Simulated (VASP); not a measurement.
# GaSb (F-43m) in VASP: further runs

GaSb is run at these levels: PBE; tasks: single point, relaxation of cell and atoms.

All numbers are computed with VASP 6.6.1; they aren't measurements. Logs are shortened: lines on timing, memory, paths and dates and some standing lists are left out, and cuts for length are marked.

## 1. The cell of the first run

It takes space group F-43m (No. 216, cubic). Conventional cell: a = 5.405 Å, b = 5.405 Å, c = 5.405 Å, α = 90.00°, β = 90.00°, γ = 90.00°. Ga (site symmetry -43m) has 4 Sb at 2.34 Å within 3.1 Å. Within 3.1 Å of Sb (site symmetry -43m) lie 4 Ga at 2.34 Å.

## 2. Single point, PBE

INCAR

```
SYSTEM = GaSb
PREC = Accurate
ENCUT = 520
EDIFF = 1E-6
ISMEAR = 0
SIGMA = 0.1
LREAL = .FALSE.
LASPH = .TRUE.
NELM = 80
ALGO = Normal
ISIF = 2
LWAVE = .FALSE.
LCHARG = .FALSE.
GGA = PE
NBANDS = 16
```

KPOINTS

```
regular mesh
0
G
  14 14 14
  0 0 0
```

POSCAR

```
GaSb
1.0
    0.0000000000      2.7022692980      2.7022692980
    2.7022692980      0.0000000000      2.7022692980
    2.7022692980      2.7022692980      0.0000000000
Ga Sb
1 1
Direct
    0.0000000000      0.0000000000      0.0000000000
    0.7500000000      0.7500000000      0.7500000000
```

Potentials or basis: VASP PAW PBE potentials, release 64 (Ga_d, Sb).

Run with:

```console
$ cat potpaw_PBE.64/Ga_d/POTCAR potpaw_PBE.64/Sb/POTCAR > POTCAR
$ mpirun -np 1 vasp_std > vasp.out
```

OUTCAR:

```text
SYSTEM = GaSb
   PREC = Accurate
   ENCUT = 520
   EDIFF = 1E-6
   ISMEAR = 0
   LREAL = .FALSE.
   LASPH = .TRUE.
   NELM = 80
   ISIF = 2
   GGA = PE

 ion  position               nearest neighbor table
   1  0.000  0.000  0.000-   2 2.34   2 2.34   2 2.34   2 2.34
   2  0.750  0.750  0.750-   1 2.34   1 2.34   1 2.34   1 2.34

  LATTYP: Found a face centered cubic cell.
 ALAT       =     5.4045385960

  Lattice vectors:

 A1 = (   0.0000000000,   2.7022692980,   2.7022692980)
 A2 = (   2.7022692980,   0.0000000000,   2.7022692980)
 A3 = (   2.7022692980,   2.7022692980,   0.0000000000)

Analysis of symmetry for initial positions (statically):
=====================================================================
 Subroutine PRICEL returns:
 Original cell was already a primitive cell.

 Routine SETGRP: Setting up the symmetry group for a
 face centered cubic supercell.

 Subroutine GETGRP returns: Found 24 space group operations
 (whereof 24 operations were pure point group operations)
 out of a pool of 48 trial point group operations.

The static configuration has the point symmetry T_d .

Analysis of symmetry for dynamics (positions and initial velocities):
=====================================================================
 Subroutine PRICEL returns:
 Original cell was already a primitive cell.

 Routine SETGRP: Setting up the symmetry group for a
 face centered cubic supercell.

 Subroutine GETGRP returns: Found 24 space group operations
 (whereof 24 operations were pure point group operations)
 out of a pool of 48 trial point group operations.

The dynamic configuration has the point symmetry T_d .

 Subroutine INISYM returns: Found 24 space group operations
 (whereof 24 operations are pure point group operations),
 and found     1 'primitive' translations

----------------------------------------------------------------------------------------

                                     Primitive cell

  volume of cell :      39.4653

  direct lattice vectors                    reciprocal lattice vectors
     0.000000000  2.702269298  2.702269298    -0.185029671  0.185029671  0.185029671
     2.702269298  0.000000000  2.702269298     0.185029671 -0.185029671  0.185029671
     2.702269298  2.702269298  0.000000000     0.185029671  0.185029671 -0.185029671

  length of vectors
     3.821585890  3.821585890  3.821585890     0.320480792  0.320480792  0.320480792

  position of ions in fractional coordinates (direct lattice)
     0.000000000  0.000000000  0.000000000
     0.750000000  0.750000000  0.750000000

  ion indices of the primitive-cell ions
   primitive index   ion index
                 1           1
                 2           2

----------------------------------------------------------------------------------------

 KPOINTS: regular mesh

Automatic generation of k-mesh.
 Grid dimensions read from file:
 generate k-points for:   14   14   14

 Generating k-lattice:

  Cartesian coordinates                     Fractional coordinates (reciprocal lattice)
    -0.013216405  0.013216405  0.013216405     0.071428571  0.000000000  0.000000000
     0.013216405 -0.013216405  0.013216405     0.000000000  0.071428571  0.000000000
     0.013216405  0.013216405 -0.013216405     0.000000000  0.000000000  0.071428571

  Length of vectors
     0.022891485  0.022891485  0.022891485

  Shift w.r.t. Gamma in fractional coordinates (k-lattice)
     0.000000000  0.000000000  0.000000000

 Subroutine IBZKPT returns following result:
 ===========================================

 Found    104 irreducible k-points:

 Following reciprocal coordinates:
            Coordinates               Weight
  0.000000  0.000000  0.000000      1.000000
  0.071429  0.000000  0.000000      8.000000
  0.142857  0.000000  0.000000      8.000000
  0.214286  0.000000  0.000000      8.000000
  0.285714  0.000000  0.000000      8.000000
  0.357143  0.000000  0.000000      8.000000
[... 16 lines left out ...]
  0.214286  0.142857  0.000000     24.000000
  0.285714  0.142857  0.000000     24.000000
 [... further k-points ...]
   k-points           NKPTS =    104   k-points in BZ     NKDIM =    104   number of bands    NBANDS=     16
   number of dos      NEDOS =    301   number of ions     NIONS =      2
   total plane-waves  NPLWV =  21952
   dimension x,y,z NGX =    28 NGY =   28 NGZ =   28
   dimension x,y,z NGXF=    56 NGYF=   56 NGZF=   56
   ions per type =               1   1
   NGX,Y,Z   is equivalent  to a cutoff of  12.18, 12.18, 12.18 a.u.
   NGXF,Y,Z  is equivalent  to a cutoff of  24.36, 24.36, 24.36 a.u.
 SYSTEM =  GaSb
   PREC   = accura    normal or accurate (medium, high low for compatibility)
   ISTART =      0    job   : 0-new  1-cont  2-samecut
   ICHARG =      2    charge: 1-file 2-atom 10-const
   ISPIN  =      1    spin polarized calculation?
   LNONCOLLINEAR =      F non collinear calculations
   LSORBIT =      F    spin-orbit coupling
   LASPH  =      T    aspherical Exc in radial PAW
   ENCUT  =  520.0 eV  38.22 Ry    6.18 a.u.   7.11  7.11  7.11*2*pi/ulx,y,z
   NELM   =     80;   NELMIN=  2; NELMDL= -5     # of ELM steps
   EDIFF  = 0.1E-05   stopping-criterion for ELM
   LREAL  =      F    real-space projection
   EDIFFG = 0.1E-04   stopping-criterion for IOM
   NSW    =      0    number of steps for IOM
   IBRION =     -1    ionic relax: 0-MD 1-quasi-New 2-CG
   NFREE  =      0    steps in history (QN), initial steepest desc. (CG)
   ISIF   =      2    stress and relaxation
   ISYM   =      2    0-nonsym 1-usesym 2-fastsym
   POTIM  = 0.5000    time-step for ionic-motion
   TEBEG  =    0.0;   TEEND  =   0.0 temperature during run
   PSTRESS=    0.0 pullay stress
   NELECT =      18.0000    total number of electrons
   NUPDOWN=      -1.0000    fix difference up-down
   EMIN   =  10.00;   EMAX   =-10.00  energy-range for DOS
   EFERMI =   0.00;   METHOD = LEGACY
   ISMEAR =     0;   SIGMA  =   0.10  broadening in eV -4-tet -1-fermi 0-gaus
   EFERMI_NEDOS =   21; number of points for ismear=-14 and -15
   IALGO  =     38    algorithm
   IMIX   =      4    mixing-type and parameters
     AMIX     =   0.40;   BMIX     =  1.00
     AMIX_MAG =   1.60;   BMIX_MAG =  1.00
  volume/ion in A,a.u.               =      19.73       133.16
  Fermi-wavevector in a.u.,A,eV,Ry     =   1.260164  2.381365 21.606230  1.588013
  Thomas-Fermi vector in A             =   2.393687
   LORBIT       =      0    0 simple, 1 ext, 2 COOP (PROOUT), +10 PAW based schemes
   GGA     = PE    functional components
   LHFCALC =     F    Hartree Fock is set to
   AEXX    =    0.0000 exact exchange contribution
   IVDW    =     0    specifies the selected vdW correction
   LEPSILON=     F    determine dielectric tensor
   LRPA    =     F    only Hartree local field effects (RPA)
 non-spin polarized calculation
 Gauss-broadening in eV      SIGMA  =   0.10
  energy-cutoff  :      520.00
  volume of cell :       39.47
 maximum number of plane-waves:      1075
   NGX = 15   NGY = 15   NGZ = 15

 number of electron      18.0000004 magnetization

 Free energy of the ion-electron system (eV)
  ---------------------------------------------------
  ext. energy  EPLUGINS =         0.00000000
  ---------------------------------------------------
  free energy    TOTEN  =        -5.19214324 eV

  energy without entropy =       -5.19189551  energy(sigma->0) =       -5.19201938

 E-fermi :   9.6064     XC(G=0): -10.8234

 val. band max:        9.4648049914   @ k =  -0.0714   0.0714   0.0000
 cond. band min:       9.6113198039   @ k =   0.0000   0.0000   0.0000
 fundamental gap:      0.1465148125
 Fermi energy:         9.6064323543

 k-point     1 :       0.0000    0.0000    0.0000
  band No.  band energies     occupation
      1      -6.7653      2.00000
      2      -6.7653      2.00000
      3      -6.7653      2.00000
      4      -6.6248      2.00000
      5      -6.6248      2.00000
      6      -5.1838      2.00000
[... 8 lines left out ...]
     15      18.8558      0.00000
     16      18.8558      0.00000

 k-point     2 :       0.0714    0.0000    0.0000
  band No.  band energies     occupation
      1      -6.7732      2.00000
      2      -6.7632      2.00000
      3      -6.7632      2.00000
      4      -6.6253      2.00000
      5      -6.6253      2.00000
      6      -5.1012      2.00000
[... 8 lines left out ...]
     15      17.9980      0.00000
     16      17.9980      0.00000

 k-point     3 :       0.1429    0.0000    0.0000
  band No.  band energies     occupation
      1      -6.7934      2.00000
      2      -6.7575      2.00000
      3      -6.7575      2.00000
      4      -6.6264      2.00000
      5      -6.6264      2.00000
      6      -4.8576      2.00000
[... 8 lines left out ...]
     15      17.3518      0.00000
     16      17.3518      0.00000

 k-point     4 :       0.2143    0.0000    0.0000
  band No.  band energies     occupation
      1      -6.8193      2.00000
      2      -6.7496      2.00000
      3      -6.7496      2.00000
      4      -6.6276      2.00000
      5      -6.6276      2.00000
      6      -4.4629      2.00000
[... 8 lines left out ...]
     15      17.1768      0.00000
     16      17.1768      0.00000

 k-point     5 :       0.2857    0.0000    0.0000
  band No.  band energies     occupation
      1      -6.8449      2.00000
      2      -6.7418      2.00000
      3      -6.7418      2.00000
      4      -6.6281      2.00000
      5      -6.6281      2.00000
      6      -3.9336      2.00000
[... 8 lines left out ...]
     15      17.5997      0.00000
     16      17.5997      0.00000

 k-point     6 :       0.3571    0.0000    0.0000
  band No.  band energies     occupation
      1      -6.8659      2.00000
      2      -6.7356      2.00000
      3      -6.7356      2.00000
      4      -6.6275      2.00000
      5      -6.6275      2.00000
      6      -3.3049      2.00000
[... 8 lines left out ...]
     15      18.5110      0.00000
     16      18.9438      0.00000

 k-point     7 :       0.4286    0.0000    0.0000
  band No.  band energies     occupation
      1      -6.8796      2.00000
      2      -6.7320      2.00000
      3      -6.7320      2.00000
      4      -6.6265      2.00000
      5      -6.6265      2.00000
      6      -2.6802      2.00000
[... 8 lines left out ...]
     15      19.6918      0.00000
     16      20.3329      0.00000

 k-point     8 :       0.5000    0.0000    0.0000
  band No.  band energies     occupation
      1      -6.8844      2.00000
      2      -6.7308      2.00000
      3      -6.7308      2.00000
      4      -6.6260      2.00000
      5      -6.6260      2.00000
      6      -2.3679      2.00000
[... 8 lines left out ...]
     15      20.6360      0.00000
     16      21.1379      0.00000

 k-point     9 :       0.0714    0.0714    0.0000
  band No.  band energies     occupation
      1      -6.7777      2.00000
      2      -6.7614      2.00000
      3      -6.7614      2.00000
      4      -6.6266      2.00000
      5      -6.6245      2.00000
      6      -5.0738      2.00000
[... 8 lines left out ...]
     15      17.2346      0.00000
     16      18.9265      0.00000
[... 172 lines left out ...]
 k-point    19 :      -0.2143    0.0714    0.0000
  band No.  band energies     occupation
      1      -6.8317      2.00000
      2      -6.7469      2.00000
      3      -6.7427      2.00000
      4      -6.6305      2.00000
      5      -6.6268      2.00000
      6      -4.2316      2.00000
[... 8 lines left out ...]
     15      17.4428      0.00000
     16      18.6066      0.00000

 k-point    20 :      -0.1429    0.0714    0.0000
  band No.  band energies     occupation
      1      -6.8072      2.00000
      2      -6.7548      2.00000
      3      -6.7505      2.00000
      4      -6.6290      2.00000
      5      -6.6260      2.00000
      6      -4.6715      2.00000
[... 8 lines left out ...]
     15      17.2871      0.00000
     16      17.9557      0.00000

 k-point    21 :      -0.0714    0.0714    0.0000
  band No.  band energies     occupation
      1      -6.7857      2.00000
      2      -6.7608      2.00000
      3      -6.7579      2.00000
      4      -6.6269      2.00000
      5      -6.6252      2.00000
      6      -4.9651      2.00000
[... 8 lines left out ...]
     15      17.1578      0.00000
     16      17.7371      0.00000

 k-point    22 :       0.1429    0.1429    0.0000
  band No.  band energies     occupation
      1      -6.8071      2.00000
      2      -6.7500      2.00000
      3      -6.7500      2.00000
      4      -6.6331      2.00000
      5      -6.6237      2.00000
      6      -4.7503      2.00000
[... 8 lines left out ...]
     15      17.4006      0.00000
     16      19.1395      0.00000

 k-point    23 :       0.2143    0.1429    0.0000
  band No.  band energies     occupation
      1      -6.8257      2.00000
      2      -6.7431      2.00000
      3      -6.7419      2.00000
      4      -6.6375      2.00000
      5      -6.6234      2.00000
      6      -4.4604      2.00000
[... 8 lines left out ...]
     15      18.2457      0.00000
     16      18.8382      0.00000

 k-point    24 :       0.2857    0.1429    0.0000
  band No.  band energies     occupation
      1      -6.8456      2.00000
      2      -6.7370      2.00000
      3      -6.7333      2.00000
      4      -6.6404      2.00000
      5      -6.6235      2.00000
      6      -4.0248      2.00000
[... 8 lines left out ...]
     15      18.5717      0.00000
     16      18.8950      0.00000

 [... further k-points ...]

------------------------ aborting loop because EDIFF is reached ----------------------------------------

  FORCE on cell =-STRESS in cart. coord.  units (eV):
  Direction    XX          YY          ZZ          XY          YZ          ZX
  --------------------------------------------------------------------------------------
  -------------------------------------------------------------------------------------
  Total       12.3425383     12.3425383     12.3425383      0.0000000      0.0000000     -0.0000000
  in kB      501.0709069    501.0709069    501.0709069      0.0000000      0.0000000     -0.0000000
  external PRESSURE =     501.0709069 kB  Pullay stress =       0.0000000 kB

 VOLUME and BASIS-vectors are now :
 -----------------------------------------------------------------------------
  energy-cutoff  :      520.00
  volume of cell :       39.47
      direct lattice vectors                 reciprocal lattice vectors
     0.000000000  2.702269298  2.702269298    -0.185029671  0.185029671  0.185029671
     2.702269298  0.000000000  2.702269298     0.185029671 -0.185029671  0.185029671
     2.702269298  2.702269298  0.000000000     0.185029671  0.185029671 -0.185029671

 POSITION                                       TOTAL-FORCE (eV/Angst)
 -----------------------------------------------------------------------------------
      0.00000      0.00000      0.00000        -0.000000     -0.000000     -0.000000
      4.05340      4.05340      4.05340         0.000000      0.000000      0.000000
 -----------------------------------------------------------------------------------
    total drift:                               -0.000002     -0.000002     -0.000001

  FREE ENERGIE OF THE ION-ELECTRON SYSTEM (eV)
  ---------------------------------------------------
  free  energy   TOTEN  =        -5.1921432438 eV

  energy  without entropy=       -5.1918955138  energy(sigma->0) =       -5.19201938
```

Wall time 49 s (1 thread of Intel Xeon 6975P-C, shared host); peak memory 0.21 GiB.

What came out:

| Quantity | Value |
| --- | --- |
| Free energy | -5.1921 eV |
| Pressure | 50.1 GPa |

Levels at points of the mesh, in eV from the Fermi level:
| k point | band 6 | band 7 | band 8 | band 9 | band 10 | band 11 | band 12 | band 13 |
| --- | --- | --- | --- | --- | --- | --- | --- | --- |
| (0.00, 0.00, 0.00) | -14.79 | 0.00 | 0.00 | 0.00 | 2.48 | 2.48 | 2.48 | 2.98 |
| (0.50, 0.00, 0.00) | -11.97 | -8.88 | -1.93 | -1.93 | 1.33 | 3.51 | 3.51 | 5.77 |
| (0.50, 0.50, 0.00) | -10.53 | -9.01 | -4.24 | -4.24 | 0.14 | 0.29 | 11.19 | 11.19 |

Caveat: spin-orbit coupling is left out, which moves the levels of the heavy elements.

[end of part 1 of 2]
